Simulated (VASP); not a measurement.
Here is a VASP 6.6.1 calculation.

File INCAR:

```
PREC = Accurate ; ENCUT = 630
EDIFF = 1E-6 ; ISMEAR = 0
SIGMA = 0.1 ; LREAL = False
LASPH = True ; NELM = 120
ALGO = Normal ; ISIF = 2
LWAVE = False ; LCHARG = False
GGA = PE ; NBANDS = 22
GGA_COMPAT = False
```

Contents of KPOINTS:

```
regular mesh
0
Gamma
  6 6 4
```

Contents of POSCAR:

```
CdH6
1.0
    3.5196500157      0.0000000000      0.0000000000
    0.0000000000      3.5196500157      0.0000000000
    0.0000000000      0.0000000000      5.4439663487
Cd H
1 6
Direct
    0.0000000000      0.0000000000      0.5000000000
    0.1805136984      0.1805136984      0.0000000000
    0.8194863016      0.8194863016      0.0000000000
    0.8194863016      0.1805136984      0.0000000000
    0.1805136984      0.8194863016      0.0000000000
    0.5000000000      0.0000000000      0.5000000000
    0.0000000000      0.5000000000      0.5000000000
```

Potentials or basis: VASP PAW PBE potentials, release 64 (Cd_sv_GW, H).

Run with:

```bash
$ cat potpaw_PBE.64/Cd_sv_GW/POTCAR potpaw_PBE.64/H/POTCAR > POTCAR
$ mpirun -np 1 vasp_std > vasp.out
```

Task: Estimate the pressure.

Result: 0.1 GPa.

Task: Estimate the largest force.

Result: 0.019 eV/Å.

Task: What does it give for the band gap on the k mesh?

Result: Zero (bands 13 and 14 overlap by 2.60 eV).

Stress tensor (GPa, compression positive):
```
0.18 0.00 0.00
0.00 0.18 0.00
0.00 0.00 0.08
```
